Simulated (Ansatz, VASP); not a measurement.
# GaP: VASP beside Ansatz

```
Ga P
1.0
     0.00000    2.69570    2.69570
     2.69570    0.00000    2.69570
     2.69570    2.69570    0.00000
Ga P
1 1
Direct
  0.00000 0.00000 0.00000
  0.75000 0.75000 0.75000
```

Alike in both runs: functional LDA; k mesh 8 × 8 × 8; occupations gaussian, width 0.02 eV; no spin polarisation.

Ansatz relaxed the structure, and its values are those at the end. VASP's run is a single point on that final structure, the one shown.

|  | VASP | Ansatz |
| --- | --- | --- |
| version | VASP 6.6.1 | Ansatz 0.2.0 |
| potentials or method | VASP PAW LDA potentials, release 64 (Ga_d, P), cutoff 520 eV | scalar-relativistic, plane waves, PAW |
| valence electrons in the cell | 18 | 18 |

Ansatz gave:

| Item | Value |
| --- | --- |
| gap on the k mesh at the Fermi level (eV) | 1.43 |
| least direct gap on the mesh (eV) | 1.88 |
| pressure (GPa) | 0.0 |

Question: Estimate VASP's values.

Answer: gap on the k mesh at the Fermi level (eV): 1.43; least direct gap on the mesh (eV): 1.91; pressure (GPa): 0.1.

Ansatz warns that its potentials were made for another functional, while VASP's fit it. LDA's correlation is that of Perdew and Zunger in VASP and of Perdew and Wang (1992) in Ansatz.
